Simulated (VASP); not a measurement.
# Pb2O (Pn-3m) in VASP: notebook

Pb2O is run at these levels: PBEsol; tasks: single point.

Everything below comes from runs of VASP 6.6.1. Logs are shortened: lines on timing, memory, paths and dates and some standing lists are left out, and cuts for length are marked.

### Step 1. The cell of the first run

Symmetry: Pn-3m, No. 224, cubic system. Conventional cell: a = 5.380 Å, b = 5.380 Å, c = 5.380 Å, α = 90.00°, β = 90.00°, γ = 90.00°. Within 3.1 Å of Pb (site symmetry -3m) lie 2 O at 2.33 Å. Within 3.1 Å of O (site symmetry -43m) lie 4 Pb at 2.33 Å.

### Step 2. Single point, PBEsol

INCAR

```
SYSTEM = Pb2O
PREC = Accurate ; ENCUT = 520
EDIFF = 1E-6 ; ISMEAR = 0
SIGMA = 0.1 ; LREAL = .FALSE.
LASPH = .TRUE. ; NELM = 60
ALGO = Normal ; ISIF = 2
LWAVE = .FALSE. ; LCHARG = .FALSE.
GGA = PS ; NBANDS = 43
```

KPOINTS

```
Automatic mesh
0
G
  8 8 8
  0 0 0
```

POSCAR

```
Pb2O
1.0
    5.3800000000      0.0000000000      0.0000000000
    0.0000000000      5.3800000000      0.0000000000
    0.0000000000      0.0000000000      5.3800000000
Pb O
4 2
Direct
    0.2500000000      0.2500000000      0.2500000000
    0.7500000000      0.7500000000      0.2500000000
    0.2500000000      0.7500000000      0.7500000000
    0.7500000000      0.2500000000      0.7500000000
    0.0000000000      0.0000000000      0.0000000000
    0.5000000000      0.5000000000      0.5000000000
```

Potentials or basis: VASP PAW PBE potentials, release 64 (Pb_d, O).

Command:

```sh
cat potpaw_PBE.64/Pb_d/POTCAR potpaw_PBE.64/O/POTCAR > POTCAR
mpirun -np 1 vasp_std > vasp.out
```

OUTCAR:

```text
SYSTEM = Pb2O
   PREC = Accurate
   ENCUT = 520
   EDIFF = 1E-6
   ISMEAR = 0
   LREAL = .FALSE.
   LASPH = .TRUE.
   NELM = 60
   ISIF = 2
   GGA = PS

 ion  position               nearest neighbor table
   1  0.250  0.250  0.250-   5 2.33   6 2.33   4 3.80   2 3.80   3 3.80   3 3.80   4 3.80   2 3.80
                             3 3.80   3 3.80   2 3.80   4 3.80   4 3.80   2 3.80
   2  0.750  0.750  0.250-   5 2.33   6 2.33   4 3.80   1 3.80   3 3.80   3 3.80   4 3.80   1 3.80
                             4 3.80   4 3.80   1 3.80   3 3.80   3 3.80   1 3.80
   3  0.250  0.750  0.750-   5 2.33   6 2.33   4 3.80   1 3.80   2 3.80   1 3.80   2 3.80   1 3.80
                             4 3.80   1 3.80   2 3.80   4 3.80   2 3.80   4 3.80
   4  0.750  0.250  0.750-   5 2.33   6 2.33   3 3.80   1 3.80   2 3.80   1 3.80   2 3.80   2 3.80
                             3 3.80   2 3.80   1 3.80   3 3.80   1 3.80   3 3.80
   5  0.000  0.000  0.000-   1 2.33   2 2.33   3 2.33   4 2.33
   6  0.500  0.500  0.500-   1 2.33   2 2.33   3 2.33   4 2.33

  LATTYP: Found a simple cubic cell.
 ALAT       =     5.3800000000

  Lattice vectors:

 A1 = (   5.3800000000,   0.0000000000,   0.0000000000)
 A2 = (   0.0000000000,   5.3800000000,   0.0000000000)
 A3 = (   0.0000000000,   0.0000000000,   5.3800000000)

Analysis of symmetry for initial positions (statically):
=====================================================================
 Subroutine PRICEL returns:
 Original cell was already a primitive cell.

 Routine SETGRP: Setting up the symmetry group for a
 simple cubic supercell.

 Subroutine GETGRP returns: Found 48 space group operations
 (whereof 24 operations were pure point group operations)
 out of a pool of 48 trial point group operations.

The static configuration has the point symmetry T_d .
 The point group associated with its full space group is O_h .

Analysis of symmetry for dynamics (positions and initial velocities):
=====================================================================
 Subroutine PRICEL returns:
 Original cell was already a primitive cell.

 Routine SETGRP: Setting up the symmetry group for a
 simple cubic supercell.

 Subroutine GETGRP returns: Found 48 space group operations
 (whereof 24 operations were pure point group operations)
 out of a pool of 48 trial point group operations.

The dynamic configuration has the point symmetry T_d .
 The point group associated with its full space group is O_h .

 Subroutine INISYM returns: Found 48 space group operations
 (whereof 24 operations are pure point group operations),
 and found     1 'primitive' translations

----------------------------------------------------------------------------------------

                                     Primitive cell

  volume of cell :     155.7209

  direct lattice vectors                    reciprocal lattice vectors
     5.380000000  0.000000000  0.000000000     0.185873606  0.000000000  0.000000000
     0.000000000  5.380000000  0.000000000     0.000000000  0.185873606  0.000000000
     0.000000000  0.000000000  5.380000000     0.000000000  0.000000000  0.185873606

  length of vectors
     5.380000000  5.380000000  5.380000000     0.185873606  0.185873606  0.185873606

  position of ions in fractional coordinates (direct lattice)
     0.250000000  0.250000000  0.250000000
     0.750000000  0.750000000  0.250000000
     0.250000000  0.750000000  0.750000000
     0.750000000  0.250000000  0.750000000
     0.000000000  0.000000000  0.000000000
     0.500000000  0.500000000  0.500000000

  ion indices of the primitive-cell ions
   primitive index   ion index
                 1           1
                 2           2
                 3           3
                 4           4
                 5           5
                 6           6

----------------------------------------------------------------------------------------

 KPOINTS: Automatic mesh

Automatic generation of k-mesh.
 Grid dimensions read from file:
 generate k-points for:    8    8    8

 Generating k-lattice:

  Cartesian coordinates                     Fractional coordinates (reciprocal lattice)
     0.023234201  0.000000000  0.000000000     0.125000000  0.000000000  0.000000000
     0.000000000  0.023234201  0.000000000     0.000000000  0.125000000  0.000000000
     0.000000000  0.000000000  0.023234201     0.000000000  0.000000000  0.125000000

  Length of vectors
     0.023234201  0.023234201  0.023234201

  Shift w.r.t. Gamma in fractional coordinates (k-lattice)
     0.000000000  0.000000000  0.000000000

 Subroutine IBZKPT returns following result:
 ===========================================

 Found     35 irreducible k-points:

 Following reciprocal coordinates:
            Coordinates               Weight
  0.000000  0.000000  0.000000      1.000000
  0.125000  0.000000  0.000000      6.000000
  0.250000  0.000000  0.000000      6.000000
  0.375000  0.000000  0.000000      6.000000
  0.500000  0.000000  0.000000      3.000000
  0.125000  0.125000  0.000000     12.000000
[... 16 lines left out ...]
  0.375000  0.375000  0.125000     24.000000
  0.500000  0.375000  0.125000     24.000000
 [... further k-points ...]
   k-points           NKPTS =     35   k-points in BZ     NKDIM =     35   number of bands    NBANDS=     43
   number of dos      NEDOS =    301   number of ions     NIONS =      6
   total plane-waves  NPLWV =  64000
   dimension x,y,z NGX =    40 NGY =   40 NGZ =   40
   dimension x,y,z NGXF=    80 NGYF=   80 NGZF=   80
   ions per type =               4   2
   NGX,Y,Z   is equivalent  to a cutoff of  12.36, 12.36, 12.36 a.u.
   NGXF,Y,Z  is equivalent  to a cutoff of  24.72, 24.72, 24.72 a.u.
 SYSTEM =  Pb2O
   PREC   = accura    normal or accurate (medium, high low for compatibility)
   ISTART =      0    job   : 0-new  1-cont  2-samecut
   ICHARG =      2    charge: 1-file 2-atom 10-const
   ISPIN  =      1    spin polarized calculation?
   LNONCOLLINEAR =      F non collinear calculations
   LSORBIT =      F    spin-orbit coupling
   LASPH  =      T    aspherical Exc in radial PAW
   ENCUT  =  520.0 eV  38.22 Ry    6.18 a.u.  10.00 10.00 10.00*2*pi/ulx,y,z
   NELM   =     60;   NELMIN=  2; NELMDL= -5     # of ELM steps
   EDIFF  = 0.1E-05   stopping-criterion for ELM
   LREAL  =      F    real-space projection
   EDIFFG = 0.1E-04   stopping-criterion for IOM
   NSW    =      0    number of steps for IOM
   IBRION =     -1    ionic relax: 0-MD 1-quasi-New 2-CG
   NFREE  =      0    steps in history (QN), initial steepest desc. (CG)
   ISIF   =      2    stress and relaxation
   ISYM   =      2    0-nonsym 1-usesym 2-fastsym
   POTIM  = 0.5000    time-step for ionic-motion
   TEBEG  =    0.0;   TEEND  =   0.0 temperature during run
   PSTRESS=    0.0 pullay stress
   NELECT =      68.0000    total number of electrons
   NUPDOWN=      -1.0000    fix difference up-down
   EMIN   =  10.00;   EMAX   =-10.00  energy-range for DOS
   EFERMI =   0.00;   METHOD = LEGACY
   ISMEAR =     0;   SIGMA  =   0.10  broadening in eV -4-tet -1-fermi 0-gaus
   EFERMI_NEDOS =   21; number of points for ismear=-14 and -15
   IALGO  =     38    algorithm
   IMIX   =      4    mixing-type and parameters
     AMIX     =   0.40;   BMIX     =  1.00
     AMIX_MAG =   1.60;   BMIX_MAG =  1.00
  volume/ion in A,a.u.               =      25.95       175.14
  Fermi-wavevector in a.u.,A,eV,Ry     =   1.242021  2.347079 20.988559  1.542616
  Thomas-Fermi vector in A             =   2.376393
   LORBIT       =      0    0 simple, 1 ext, 2 COOP (PROOUT), +10 PAW based schemes
   GGA     = PS    functional components
   LHFCALC =     F    Hartree Fock is set to
   AEXX    =    0.0000 exact exchange contribution
   IVDW    =     0    specifies the selected vdW correction
   LEPSILON=     F    determine dielectric tensor
   LRPA    =     F    only Hartree local field effects (RPA)
 non-spin polarized calculation
 Gauss-broadening in eV      SIGMA  =   0.10
  energy-cutoff  :      520.00
  volume of cell :      155.72
 maximum number of plane-waves:      4224
   NGX = 21   NGY = 21   NGZ = 21

 number of electron      68.0000031 magnetization

 Free energy of the ion-electron system (eV)
  ---------------------------------------------------
  ext. energy  EPLUGINS =         0.00000000
  ---------------------------------------------------
  free energy    TOTEN  =       -28.64159581 eV

  energy without entropy =      -28.63335924  energy(sigma->0) =      -28.63747752

 E-fermi :   4.7954     XC(G=0):  -9.7229

 val. band max:        4.7497744164   @ k =   0.3750   0.3750   0.3750
 cond. band min:       4.8064776060   @ k =   0.3750   0.3750   0.0000
 fundamental gap:      0.0567031896
 Fermi energy:         4.7954493634

 k-point     1 :       0.0000    0.0000    0.0000
  band No.  band energies     occupation
      1     -13.6580      2.00000
      2     -12.4744      2.00000
      3     -11.5833      2.00000
      4     -11.5833      2.00000
      5     -11.5290      2.00000
      6     -11.5290      2.00000
[... 35 lines left out ...]
     42      10.4507      0.00000
     43      10.4507      0.00000

 k-point     2 :       0.1250    0.0000    0.0000
  band No.  band energies     occupation
      1     -13.6290      2.00000
      2     -12.5651      2.00000
      3     -11.5795      2.00000
      4     -11.5759      2.00000
      5     -11.5266      2.00000
      6     -11.5245      2.00000
[... 35 lines left out ...]
     42      10.6660      0.00000
     43      10.9587      0.00000

 k-point     3 :       0.2500    0.0000    0.0000
  band No.  band energies     occupation
      1     -13.5435      2.00000
      2     -12.7696      2.00000
      3     -11.5691      2.00000
      4     -11.5546      2.00000
      5     -11.5251      2.00000
      6     -11.5125      2.00000
[... 919 lines left out ...]
      6     -11.5021      2.00000
[... 35 lines left out ...]
     42      10.3902      0.00000
     43      11.7484      0.00000

 k-point    24 :       0.5000    0.3750    0.1250
  band No.  band energies     occupation
      1     -13.3888      2.00000
      2     -13.0237      2.00000
      3     -11.5226      2.00000
      4     -11.5197      2.00000
      5     -11.5058      2.00000
      6     -11.5035      2.00000
[... 35 lines left out ...]
     42      10.3750      0.00000
     43      11.9463      0.00000

 [... further k-points ...]

------------------------ aborting loop because EDIFF is reached ----------------------------------------

  FORCE on cell =-STRESS in cart. coord.  units (eV):
  Direction    XX          YY          ZZ          XY          YZ          ZX
  --------------------------------------------------------------------------------------
  -------------------------------------------------------------------------------------
  Total       -0.0437924     -0.0437924     -0.0437924      0.0000000      0.0000000     -0.0000000
  in kB       -0.4505700     -0.4505700     -0.4505700      0.0000000      0.0000000     -0.0000000
  external PRESSURE =      -0.4505700 kB  Pullay stress =       0.0000000 kB

 VOLUME and BASIS-vectors are now :
 -----------------------------------------------------------------------------
  energy-cutoff  :      520.00
  volume of cell :      155.72
      direct lattice vectors                 reciprocal lattice vectors
     5.380000000  0.000000000  0.000000000     0.185873606  0.000000000  0.000000000
     0.000000000  5.380000000  0.000000000     0.000000000  0.185873606  0.000000000
     0.000000000  0.000000000  5.380000000     0.000000000  0.000000000  0.185873606

 POSITION                                       TOTAL-FORCE (eV/Angst)
 -----------------------------------------------------------------------------------
      1.34500      1.34500      1.34500        -0.000000      0.000000      0.000000
      4.03500      4.03500      1.34500        -0.000000      0.000000     -0.000000
      1.34500      4.03500      4.03500         0.000000     -0.000000     -0.000000
      4.03500      1.34500      4.03500         0.000000     -0.000000      0.000000
      0.00000      0.00000      0.00000         0.000000     -0.000000     -0.000000
      2.69000      2.69000      2.69000         0.000000     -0.000000     -0.000000
 -----------------------------------------------------------------------------------
    total drift:                                0.000000      0.000000     -0.000000

  FREE ENERGIE OF THE ION-ELECTRON SYSTEM (eV)
  ---------------------------------------------------
  free  energy   TOTEN  =       -28.6415958103 eV

  energy  without entropy=      -28.6333592352  energy(sigma->0) =      -28.63747752
```

Run time: 6.9 min. Hardware: 1 thread of Intel Xeon 8259CL, shared host; peak memory 0.35 GiB.

What came out:

```
Free energy            : -28.6416 eV
Pressure               : 0.0 GPa
Band gap on the k mesh : zero (bands 34 and 35 overlap by 0.90 eV)
```

Caveat: the PAW data sets were made with another functional, which shifts forces and pressure a little; spin-orbit coupling is left out, which moves the levels of the heavy elements.

### Step 3. Single point, PBEsol

INCAR

```
  PREC = Accurate
  ENCUT = 520
  EDIFF = 1E-7
  ISMEAR = 0
  SIGMA = 0.1
  LREAL = False
  LASPH = True
  NELM = 80
  ALGO = Normal
  ISIF = 2
  LWAVE = False
  LCHARG = False
  GGA = PS
  NBANDS = 43
```

KPOINTS

```
regular mesh
0
Gamma
  8 8 8
```

POSCAR is that of step 2.

Potentials or basis: VASP PAW PBE potentials, release 64 (Pb_d, O).

Command:

```sh
cat potpaw_PBE.64/Pb_d/POTCAR potpaw_PBE.64/O/POTCAR > POTCAR
mpirun -np 1 vasp_std > vasp.out
```

It took 7 min on 1 thread of Intel Xeon 8259CL, shared host; peak memory 0.35 GiB.

Results (log left out):

- Free energy: -28.6416 eV
- Pressure: 0.0 GPa
- Band gap on the k mesh: zero (bands 34 and 35 overlap by 0.90 eV)

Levels at points of the mesh, in eV from the Fermi level:
| k point | band 31 | band 32 | band 33 | band 34 | band 35 | band 36 | band 37 | band 38 |
| --- | --- | --- | --- | --- | --- | --- | --- | --- |
| (0.00, 0.00, 0.00) | -2.02 | -0.49 | -0.49 | -0.49 | 2.16 | 2.16 | 2.16 | 2.72 |
| (0.50, 0.00, 0.00) | -0.91 | -0.91 | -0.55 | -0.55 | 1.08 | 1.08 | 1.98 | 1.98 |
| (0.50, 0.50, 0.00) | -1.18 | -1.18 | -0.08 | -0.08 | 1.49 | 1.49 | 1.99 | 1.99 |
| (0.50, 0.50, 0.50) | -0.81 | -0.81 | -0.79 | -0.79 | -0.79 | 1.35 | 4.67 | 4.67 |

Caveat: the PAW data sets were made with another functional, which shifts forces and pressure a little; spin-orbit coupling is left out, which moves the levels of the heavy elements.

The gap in the log of VASP goes by the Fermi energy; the results here count the filled bands.